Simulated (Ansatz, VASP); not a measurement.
Pt in VASP and in Ansatz

INCAR

```
SYSTEM = Pt
  ALGO = Fast
  EDIFF = 1E-6
  ENCUT = 520
  GGA = PE
  ISIF = 2
  ISMEAR = -1
  LASPH = .TRUE.
  LCHARG = .FALSE.
  LREAL = .FALSE.
  LWAVE = .FALSE.
  NBANDS = 11
  NELM = 60
  PREC = Accurate
  SIGMA = 0.02
```

Contents of KPOINTS:

```
k-points
0
G
  20 20 20
  0 0 0
```

The input POSCAR:

```
Pt
1.0
    0.0000000000      1.9579000000      1.9579000000
    1.9579000000      0.0000000000      1.9579000000
    1.9579000000      1.9579000000      0.0000000000
Pt
1
Direct
    0.0000000000      0.0000000000      0.0000000000
```

Input for Ansatz:

```yaml
crystal:
  lattice:
    - [0.0, 1.9579, 1.9579]
    - [1.9579, 0.0, 1.9579]
    - [1.9579, 1.9579, 0.0]
  atoms:
    - { symbol: Pt, position: [0.0, 0.0, 0.0] }
basis:
  ecutwfc: 420
kpoints:
  mp_grid: { grid: [20, 20, 20] }
hamiltonian:
  xc: pbe
scf:
  occupations: { method: fermi_dirac, width: 0.02 }
output:
  forces: true
  stress: true
  eigenvalues: true
```

Alike in both runs: task single point; functional PBE; k mesh 20 × 20 × 20; occupations fermi-dirac, width 0.02 eV; no spin polarisation.

```csv
,VASP,Ansatz
version,VASP 6.6.1,Ansatz 0.2.0
potentials or method,"VASP PAW PBE potentials, release 64 (Pt), cutoff 520 eV","scalar-relativistic, plane waves, PAW"
valence electrons in the cell,10,18
```

VASP gave:

```
gap on the k mesh at the Fermi level (eV) : none
pressure (GPa)                            : 10.8
```

Question: Estimate Ansatz's values.

Answer: gap on the k mesh at the Fermi level (eV): none; pressure (GPa): 11.4.

A gap of «none» marks a metal or a gap that the smearing closes. VASP's potentials hold 10 valence electrons a cell and Ansatz's 18, so a difference there can come from the potentials and not from the codes.

Spin-orbit coupling is off throughout.
